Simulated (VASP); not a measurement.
A run of VASP 6.6.1:

The input POSCAR:

```
Si
1.0
   -1.7700667025      1.7700667025      1.7700667025
    1.7700667025     -1.7700667025      1.7700667025
    1.7700667025      1.7700667025     -1.7700667025
Si
1
Direct
    0.0000000000      0.0000000000      0.0000000000
```

The input INCAR.step1:

```
SYSTEM = Si
ALGO = Normal
EDIFF = 1E-5
ENCUT = 550
GGA = PE
GGA_COMPAT = .FALSE.
ISMEAR = 0
LASPH = .TRUE.
LCHARG = .FALSE.
LREAL = .FALSE.
LWAVE = .TRUE.
NBANDS = 8
NELM = 120
PREC = Accurate
SIGMA = 0.1
```

INCAR.step2

```
SYSTEM = Si
ALGO = Normal
EDIFF = 1E-6
ENCUT = 550
GGA_COMPAT = .FALSE.
ISIF = 2
ISMEAR = 0
ISTART = 1
LASPH = .TRUE.
LCHARG = .TRUE.
LELF = .TRUE.
LMIXTAU = .TRUE.
LREAL = .FALSE.
LVHAR = .TRUE.
LWAVE = .FALSE.
METAGGA = R2SCAN
NBANDS = 8
NELM = 120
PREC = Accurate
SIGMA = 0.1
```

File KPOINTS:

```
k-points
0
G
  8 8 8
  0 0 0
```

Potentials or basis: VASP PAW PBE potentials, release 64 (Si).

The run is started by

```bash
$ cat potpaw_PBE.64/Si/POTCAR > POTCAR
$ cp INCAR.step1 INCAR
$ mpirun -np 1 vasp_std > vasp.out
$ cp INCAR.step2 INCAR
$ mpirun -np 1 vasp_std > vasp.out
```

Hardware: 1 thread of Intel(R) Xeon(R) Platinum 8259CL CPU @ 2.50GHz (Skylake/Cascade Lake), with other jobs on the host.

Q: Estimate the wall time of this run.

A: It took 19 s on 1 thread of Intel(R) Xeon(R) Platinum 8259CL CPU @ 2.50GHz (Skylake/Cascade Lake) (shared host), peak memory 0.13 GiB. Counts: k points 29.
